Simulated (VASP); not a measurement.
A run of VASP 6.6.1 is set up as follows.

The input INCAR:

```
SYSTEM = MoSe
PREC = Accurate
ENCUT = 520
EDIFF = 1E-7
ISMEAR = 0
SIGMA = 0.1
LREAL = .FALSE.
LASPH = .TRUE.
NELM = 150
ALGO = Fast
ISIF = 2
LWAVE = .FALSE.
LCHARG = .FALSE.
ISPIN = 2
MAGMOM = 2 -2 0 0
LORBIT = 11
LMAXMIX = 4
GGA = PS
NBANDS = 32
```

File KPOINTS:

```
regular mesh
0
G
  14 14 7
  0 0 0
```

The input POSCAR:

```
MoSe
1.0
    0.0000000000      2.5748516652      2.5748516652
    2.5748516652      0.0000000000      2.5748516652
    5.1497033304      5.1497033304      0.0000000000
Mo Se
2 2
Direct
    1.0000000000      0.0000000000      0.0000000000
    1.0000000000      0.0000000000      0.5000000000
    0.5000000000      0.5000000000      0.2500000000
    0.5000000000      0.5000000000      0.7500000000
```

Potentials or basis: VASP PAW PBE potentials, release 64 (Mo_sv, Se).

The run is started by

```sh
$ cat potpaw_PBE.64/Mo_sv/POTCAR potpaw_PBE.64/Se/POTCAR > POTCAR
$ mpirun -np 1 vasp_std > vasp.out
```

(1) Estimate the net moment.

(2) What does it give for the band gap on the k mesh?

(3) What does it give for the pressure?

(4) Estimate the site moments.

Results:

(1) 0.00 μB per cell.

(2) zero (filled and empty bands overlap).

(3) 0.4 GPa.

(4) Mo +0.14, -0.14; Se +0.00 μB.

Caveat: the PAW data sets were made with another functional, which shifts forces and pressure a little.
